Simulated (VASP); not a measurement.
# Al49N48 (a cell with a defect) in VASP: single point with PBEsol

Aim: the single point of Al49N48 (a cell with a defect) with PBEsol.

Program: VASP 6.6.1. These are calculated values, not measurements. Logs are shortened: lines on timing, memory, paths and dates and some standing lists are left out, and cuts for length are marked.

## Step 1: The cell of the first run

The cell holds a defect, 97 atoms: a = 9.341 Å, b = 10.787 Å, c = 9.967 Å, α = 90.00°, β = 90.00°, γ = 90.00°.

## Step 2: Single point, PBEsol, collinear spin

Input file INCAR:

```
  PREC = Accurate
  ENCUT = 520
  EDIFF = 1E-6
  ISMEAR = -1
  SIGMA = 0.05
  LREAL = Auto
  LASPH = True
  NELM = 200
  ALGO = Normal
  ISIF = 2
  LWAVE = False
  LCHARG = True
  ISPIN = 2
  MAGMOM = 0 0 0 0 0 0 0 0 0 0 0 0 0 0 0 0 0 0 0 0 0 0 0 0 0 0 0 0 0 0 0 0 0 0 0.143 0 0 0 0 0 0.143 0 0.143 0 0 0 0 0 0.143 0 0 0 0 0 0 0 0 0 0 0 0.143 0 0 0 0 0 0.143 0 0.143 0 0 0 0 0 0 0 0 0 0 0 0 0 0 0 0 0 0 0 0 0 0 0 0 0 0 0 0
  LORBIT = 11
  GGA = PS
  LELF = True
  LVHAR = True
  NELECT = 385.0
  NBANDS = 252
  GGA_COMPAT = False
```

Input file KPOINTS:

```
Automatic mesh
0
Gamma
  1 1 1
```

Input file POSCAR:

```
Al49N48
1.0
    9.3414480000      0.0000000000      0.0000000000
    0.0000000000     10.7865750000      0.0000000000
    0.0000000000      0.0000000000      9.9670570000
Al N
49 48
Direct
    0.1666450000      0.0827970000      0.2477160000
    0.1666590000      0.0851860000      0.7479840000
    0.0033850000      0.3308930000      0.2455460000
    0.0001840000      0.3327430000      0.7484810000
    0.4986360000      0.0821240000      0.2488150000
    0.4985160000      0.0797590000      0.7481260000
    0.3298620000      0.3308880000      0.2455530000
    0.3329790000      0.3327720000      0.7484980000
    0.1666310000      0.5829610000      0.2501500000
    0.1666670000      0.5836180000      0.7488350000
    0.0010270000      0.8343300000      0.2490490000
    0.0023990000      0.8358910000      0.7486590000
    0.8346610000      0.0821360000      0.2487900000
    0.8347630000      0.0797460000      0.7481370000
    0.6666200000      0.3287280000      0.2427540000
    0.6666510000      0.3152600000      0.7659940000
    0.4965880000      0.5849020000      0.2432000000
    0.4836710000      0.5919210000      0.7665930000
    0.3322870000      0.8343260000      0.2490400000
    0.3309210000      0.8358690000      0.7487260000
    0.8367610000      0.5848820000      0.2432140000
    0.8494510000      0.5921170000      0.7665410000
    0.6666540000      0.8373420000      0.2457970000
    0.6666450000      0.8330100000      0.7488370000
    0.0006840000      0.1649190000      0.4978960000
    0.0000200000      0.1657260000      0.9974990000
    0.3326420000      0.1649420000      0.4978850000
    0.3333320000      0.1657110000      0.9975330000
    0.1666510000      0.4167820000      0.4984040000
    0.1666870000      0.4168330000      0.9974200000
    0.0021040000      0.6681920000      0.4976030000
    0.0045850000      0.6693600000      0.0027140000
    0.6666400000      0.1628020000      0.4972020000
    0.6666540000      0.1605000000      0.0020160000
    0.4954000000      0.4135580000      0.4734160000
    0.4980120000      0.4151390000      0.0032570000
    0.3312110000      0.6682300000      0.4976300000
    0.3288020000      0.6693320000      0.0027530000
    0.1666810000      0.9176150000      0.4978320000
    0.1666750000      0.9180330000      0.9985650000
    0.8378910000      0.4135030000      0.4734460000
    0.8353410000      0.4151440000      0.0032460000
    0.6666920000      0.6718430000      0.4734580000
    0.6667060000      0.6686510000      0.0039220000
    0.4983260000      0.9167850000      0.4981220000
    0.4989220000      0.9160460000      0.9981110000
    0.8350010000      0.9168030000      0.4981100000
    0.8344590000      0.9160580000      0.9981000000
    0.6666330000      0.4995680000      0.6265570000
    0.0000960000      0.1657460000      0.1879740000
    0.9984160000      0.1676940000      0.6887930000
    0.3332020000      0.1657370000      0.1880100000
    0.3348860000      0.1677410000      0.6887750000
    0.1666240000      0.4172430000      0.1877130000
    0.1665600000      0.4169860000      0.6893590000
    0.0029480000      0.6680680000      0.1903010000
    0.0030250000      0.6688330000      0.6893970000
    0.6666610000      0.1623930000      0.1897800000
    0.6666310000      0.1613990000      0.6890910000
    0.4988200000      0.4156530000      0.1934550000
    0.5067570000      0.4199490000      0.6941170000
    0.3303760000      0.6680470000      0.1903230000
    0.3302550000      0.6688530000      0.6894210000
    0.1666670000      0.9170790000      0.1889620000
    0.1666900000      0.9192750000      0.6885700000
    0.8344440000      0.4156270000      0.1934190000
    0.8263780000      0.4198200000      0.6941830000
    0.6666660000      0.6679120000      0.1938780000
    0.6667150000      0.6591060000      0.6940690000
    0.4988080000      0.9163700000      0.1883980000
    0.5002070000      0.9134720000      0.6888910000
    0.8345190000      0.9163750000      0.1883980000
    0.8330860000      0.9134790000      0.6888660000
    0.1666520000      0.0831740000      0.4386570000
    0.1666640000      0.0840130000      0.9380770000
    0.0040710000      0.3308280000      0.4370140000
    0.9991960000      0.3336040000      0.9386180000
    0.4988680000      0.0824940000      0.4397240000
    0.4997370000      0.0822260000      0.9382230000
    0.3292350000      0.3308600000      0.4370500000
    0.3341450000      0.3335570000      0.9386540000
    0.1666830000      0.5825440000      0.4408340000
    0.1667140000      0.5832830000      0.9386860000
    0.0006670000      0.8337520000      0.4397660000
    0.0008460000      0.8334190000      0.9387800000
    0.8344230000      0.0825270000      0.4396860000
    0.8335590000      0.0822410000      0.9382230000
    0.6666210000      0.3266240000      0.4330430000
    0.6666730000      0.3305980000      0.9494820000
    0.4946770000      0.5858230000      0.4336730000
    0.4982270000      0.5840480000      0.9499310000
    0.3326460000      0.8337630000      0.4397370000
    0.3325040000      0.8333950000      0.9388460000
    0.8386520000      0.5857230000      0.4336450000
    0.8351730000      0.5840290000      0.9498980000
    0.6666570000      0.8378000000      0.4371340000
    0.6666920000      0.8321020000      0.9392110000
```

Potentials or basis: VASP PAW PBE potentials, release 64 (Al, N).

Launch:

```console
cat potpaw_PBE.64/Al/POTCAR potpaw_PBE.64/N/POTCAR > POTCAR
mpirun -np 1 vasp_gam > vasp.out
```

OUTCAR:

```text
PREC = Accurate
   ENCUT = 520
   EDIFF = 1E-6
   ISMEAR = -1
   LREAL = Auto
   LASPH = True
   NELM = 200
   ISIF = 2
   ISPIN = 2
   LORBIT = 11
   GGA = PS
   NELECT = 385.0

 ion  position               nearest neighbor table
   1  0.167  0.083  0.248-  64 1.88  52 1.89  50 1.89  74 1.90  40 3.05  39 3.06  25 3.07  27 3.07
                            28 3.07  26 3.07   7 3.08   3 3.08  11 3.09  19 3.09  13 3.10   5 3.10
   2  0.167  0.085  0.748-  65 1.89  75 1.89  51 1.90  53 1.90  25 3.06  27 3.06  26 3.06  28 3.06
                            39 3.08  40 3.08   8 3.09   4 3.09  12 3.10  20 3.10   6 3.10  14 3.10
   3  0.003  0.331  0.246-  50 1.87  54 1.88  66 1.90  76 1.91  41 2.89  42 3.02  26 3.05   7 3.05
                            30 3.05   1 3.08  25 3.09  29 3.09  13 3.11   9 3.12  15 3.15  21 3.15
   4  0.000  0.333  0.748-  51 1.88  55 1.89  77 1.90  67 1.95  30 3.07  26 3.07  29 3.07  25 3.08
                             2 3.09  42 3.10   8 3.11  10 3.12  16 3.13  14 3.14  22 3.14  41 3.25
   5  0.499  0.082  0.249-  70 1.89  58 1.89  52 1.89  78 1.90  34 3.04  33 3.06  45 3.06  27 3.06
                            23 3.07  46 3.07  28 3.08  15 3.09  19 3.09   1 3.10   7 3.11  13 3.14
   6  0.499  0.080  0.748-  71 1.89  53 1.89  59 1.89  79 1.89  16 2.99  45 3.05  46 3.05  20 3.06
                            28 3.07  27 3.08  33 3.09  24 3.09   2 3.10  34 3.10   8 3.14  14 3.14
   7  0.330  0.331  0.246-  52 1.87  54 1.88  60 1.90  80 1.91  35 2.89  36 3.02  28 3.05  30 3.05
                             3 3.05   1 3.08  27 3.09  29 3.09   5 3.11   9 3.12  15 3.15  17 3.15
   8  0.333  0.333  0.748-  53 1.88  55 1.89  81 1.90  61 1.95  30 3.06  28 3.07  29 3.07  27 3.08
                             2 3.09  36 3.10   4 3.11  10 3.12  16 3.13  18 3.13   6 3.14  35 3.25
   9  0.167  0.583  0.250-  56 1.88  62 1.88  54 1.89  82 1.90  32 3.04  38 3.04  31 3.05  37 3.05
[... 127 lines left out ...]
  96  0.667  0.838  0.437-  43 1.83  45 1.89  47 1.89  23 1.91
  97  0.667  0.832  0.939-  44 1.88  24 1.90  46 1.90  48 1.90

  LATTYP: Found a simple orthorhombic cell.
 ALAT       =     9.3414480000
 B/A-ratio  =     1.0669713089
 C/A-ratio  =     1.1547005346

  Lattice vectors:

 A1 = (  -9.3414480000,   0.0000000000,   0.0000000000)
 A2 = (   0.0000000000,   0.0000000000,   9.9670570000)
 A3 = (   0.0000000000,  10.7865750000,   0.0000000000)

Analysis of symmetry for initial positions (statically):
=====================================================================
 Subroutine PRICEL returns:
 Original cell was already a primitive cell.

 Routine SETGRP: Setting up the symmetry group for a
 simple orthorhombic supercell.

 Subroutine GETGRP returns: Found  1 space group operations
 (whereof  1 operations were pure point group operations)
 out of a pool of  8 trial point group operations.

The static configuration has the point symmetry C_1 .

Analysis of symmetry for dynamics (positions and initial velocities):
=====================================================================
 Subroutine PRICEL returns:
 Original cell was already a primitive cell.

[... 300 lines left out ...]

 spin component 1

 k-point     1 :       0.0000    0.0000    0.0000
  band No.  band energies     occupation
      1      -9.2446      1.00000
      2      -8.5533      1.00000
      3      -8.3164      1.00000
      4      -8.1766      1.00000
      5      -8.1387      1.00000
      6      -8.1234      1.00000
[... 196 lines left out ...]
    203      11.8351      0.00000
    204      11.8736      0.00000
 Fermi energy:         9.5241929043

 spin component 2

 k-point     1 :       0.0000    0.0000    0.0000
  band No.  band energies     occupation
      1      -9.2047      1.00000
      2      -8.5327      1.00000
      3      -8.2986      1.00000
      4      -8.1608      1.00000
      5      -8.1138      1.00000
      6      -8.1023      1.00000
[... 196 lines left out ...]
    203      11.8561      0.00000
    204      11.8862      0.00000
 [bands above 204 left out]

------------------------ aborting loop because EDIFF is reached ----------------------------------------

  FORCE on cell =-STRESS in cart. coord.  units (eV):
  Direction    XX          YY          ZZ          XY          YZ          ZX
  --------------------------------------------------------------------------------------
  -------------------------------------------------------------------------------------
  Total        0.8152238     -8.6830957     -2.0579959     -0.0187712      0.1164985      0.0049980
  in kB        1.3005371    -13.8522545     -3.2831473     -0.0299459      0.1858516      0.0079734
  external PRESSURE =      -5.2782882 kB  Pullay stress =       0.0000000 kB

 VOLUME and BASIS-vectors are now :
 -----------------------------------------------------------------------------
  energy-cutoff  :      520.00
  volume of cell :     1004.30
      direct lattice vectors                 reciprocal lattice vectors
     9.341448000  0.000000000  0.000000000     0.107049785  0.000000000  0.000000000
     0.000000000 10.786575000  0.000000000     0.000000000  0.092707834  0.000000000
     0.000000000  0.000000000  9.967057000     0.000000000  0.000000000  0.100330519

 POSITION                                       TOTAL-FORCE (eV/Angst)
 -----------------------------------------------------------------------------------
      1.55671      0.89310      2.46900         0.001760      0.027812     -0.032232
      1.55684      0.91887      7.45520         0.002985      0.025263     -0.023389
      0.03162      3.56920      2.44737        -0.001420      0.030256     -0.043030
      0.00172      3.58916      7.46015         0.046717      0.017663     -0.003423
      4.65798      0.88584      2.47995         0.002618      0.030335     -0.033350
      4.65686      0.86033      7.45661        -0.000580      0.026680     -0.023968
[... 89 lines left out ...]
      6.22754      9.03699      4.35694         0.002371      0.037790      0.039865
      6.22787      8.97553      9.36117        -0.000665      0.035108      0.025993
 -----------------------------------------------------------------------------------
    total drift:                                0.013453      0.000054      0.012142

  FREE ENERGIE OF THE ION-ELECTRON SYSTEM (eV)
  ---------------------------------------------------
  free  energy   TOTEN  =      -764.5485291774 eV

  energy  without entropy=     -764.5476379199  energy(sigma->0) =     -764.54808355

 total charge

# of ion       s       p       d       tot
------------------------------------------
    1        0.365   0.442   0.000   0.807
    2        0.364   0.439   0.000   0.803
    3        0.366   0.446   0.000   0.812
    4        0.360   0.427   0.000   0.787
    5        0.365   0.441   0.000   0.806
    6        0.364   0.441   0.000   0.805
[... 89 lines left out ...]
   96        1.217   2.643   0.000   3.860
   97        1.215   2.623   0.000   3.838
--------------------------------------------------
tot         76.389 147.902   0.000 224.291

 magnetization (x)

# of ion       s       p       d       tot
------------------------------------------
    1        0.000   0.000   0.000   0.000
    2        0.000  -0.000   0.000   0.000
    3       -0.000   0.000   0.000   0.000
    4        0.002   0.002   0.000   0.003
    5        0.000  -0.000   0.000   0.000
    6        0.000   0.000   0.000   0.000
[... 89 lines left out ...]
   96       -0.000  -0.000   0.000  -0.000
   97        0.002   0.002   0.000   0.003
--------------------------------------------------
tot          0.191   0.287   0.000   0.477
```

Run time: 21 min. Hardware: 1 thread of Intel Xeon 8259CL, shared host; peak memory 1.3 GiB.

Results:

```
Free energy                                           : -764.5485 eV
Largest force                                         : 0.226 eV/Å
Net moment                                            : 1.00 μB per cell
Site moments                                          : Al +0.00, -0.00, +0.17 (each value once); N +0.00, +0.01, -0.00, +0.02, +0.05 (each value once) μB
Valence electrons inside the program's atomic spheres : Al 0.81, 0.80, 0.79, 0.82, 0.83, 0.97 (each value once); N 3.85, 3.84, 3.86, 3.79, 3.80 (each value once)
```

Forces on the atoms (eV/Å):
```
Al   0.002  0.028 -0.032
Al   0.003  0.025 -0.023
Al  -0.001  0.030 -0.043
Al   0.047  0.018 -0.003
Al   0.003  0.030 -0.033
Al  -0.001  0.027 -0.024
Al   0.001  0.036 -0.043
Al  -0.047  0.013 -0.007
Al   0.011  0.041 -0.025
Al  -0.006  0.022 -0.019
Al   0.007  0.034 -0.033
Al  -0.004  0.036 -0.020
Al   0.000  0.031 -0.035
Al  -0.001  0.026 -0.029
Al   0.005  0.031 -0.084
Al  -0.003 -0.009  0.012
Al  -0.012  0.035 -0.075
Al   0.003  0.030 -0.020
Al  -0.011  0.034 -0.033
Al   0.005  0.039 -0.020
Al   0.008  0.033 -0.083
Al   0.020  0.011 -0.010
Al   0.004  0.041 -0.045
Al   0.006  0.072 -0.009
Al   0.012 -0.047 -0.022
Al   0.010 -0.032 -0.028
Al  -0.018 -0.052 -0.023
Al  -0.017 -0.037 -0.033
Al   0.002 -0.038 -0.023
Al  -0.002 -0.039 -0.031
Al   0.058  0.007 -0.011
Al   0.009 -0.024 -0.022
Al   0.001 -0.104 -0.006
Al  -0.001 -0.050 -0.033
Al  -0.103 -0.085 -0.091
Al   0.000 -0.033 -0.027
Al  -0.065  0.006 -0.016
Al  -0.019 -0.019 -0.027
Al   0.002 -0.027 -0.027
Al   0.003 -0.045 -0.031
Al   0.101 -0.089 -0.090
Al  -0.001 -0.037 -0.028
Al   0.001  0.066 -0.075
Al  -0.001 -0.034 -0.028
Al  -0.012 -0.027 -0.022
Al   0.004 -0.024 -0.024
Al   0.009 -0.027 -0.026
Al  -0.007 -0.026 -0.026
Al  -0.003 -0.012  0.052
N   -0.005 -0.042  0.035
N   -0.013 -0.037  0.013
N    0.007 -0.041  0.034
N    0.010 -0.040  0.016
N    0.002 -0.048  0.028
N    0.007 -0.081  0.021
N   -0.005 -0.047  0.049
N   -0.021 -0.047  0.012
N   -0.005 -0.063  0.054
N    0.002 -0.054  0.011
N    0.010 -0.056  0.047
N    0.106  0.043 -0.064
N    0.003 -0.046  0.049
N    0.024 -0.051  0.010
N   -0.002 -0.046  0.032
N   -0.003 -0.053  0.022
N   -0.011 -0.052  0.051
N   -0.098  0.063 -0.072
N    0.003 -0.063  0.049
N   -0.013 -0.136 -0.045
N    0.003 -0.058  0.040
N   -0.001 -0.054  0.023
N   -0.004 -0.060  0.039
N    0.001 -0.054  0.025
N    0.002  0.057  0.033
N    0.002  0.053  0.025
N   -0.042  0.069  0.052
N   -0.010  0.058  0.018
N    0.017  0.070  0.022
N    0.003  0.061  0.021
N    0.040  0.066  0.045
N    0.011  0.067  0.013
N   -0.004  0.058  0.012
N   -0.002  0.037  0.015
N   -0.014  0.038  0.030
N   -0.008  0.048  0.024
N   -0.016  0.066  0.027
N    0.002  0.061  0.021
N    0.002  0.199  0.107
N   -0.003  0.056  0.063
N    0.136 -0.049  0.109
N    0.017  0.047  0.055
N    0.017  0.038  0.034
N    0.009  0.050  0.019
N   -0.133 -0.039  0.112
N   -0.022  0.054  0.056
N    0.002  0.038  0.040
N   -0.001  0.035  0.026
```

Levels at points of the mesh, in eV from the Fermi level:
Spin up:
```csv
k point,band 189,band 190,band 191,band 192,band 193,band 194,band 195,band 196,band 197,band 198
"(0.00, 0.00, 0.00)",-3.70,-3.53,-3.48,-3.28,-0.34,0.81,1.43,1.53,1.62,1.76
```
Spin down:
```tsv
k point	band 188	band 189	band 190	band 191	band 192	band 193	band 194	band 195	band 196	band 197
(0.00, 0.00, 0.00)	-3.74	-3.69	-3.52	-3.48	-3.28	0.34	0.93	1.48	1.55	1.66
```

Caveat: the k points lie up to 0.67 Å⁻¹ apart; the cell carries a net charge on a neutralising background, which shifts energy and pressure; the cell is charged against a uniform background, so pressure and absolute levels hang on convention; the PAW data sets were made with another functional, which shifts forces and pressure a little.
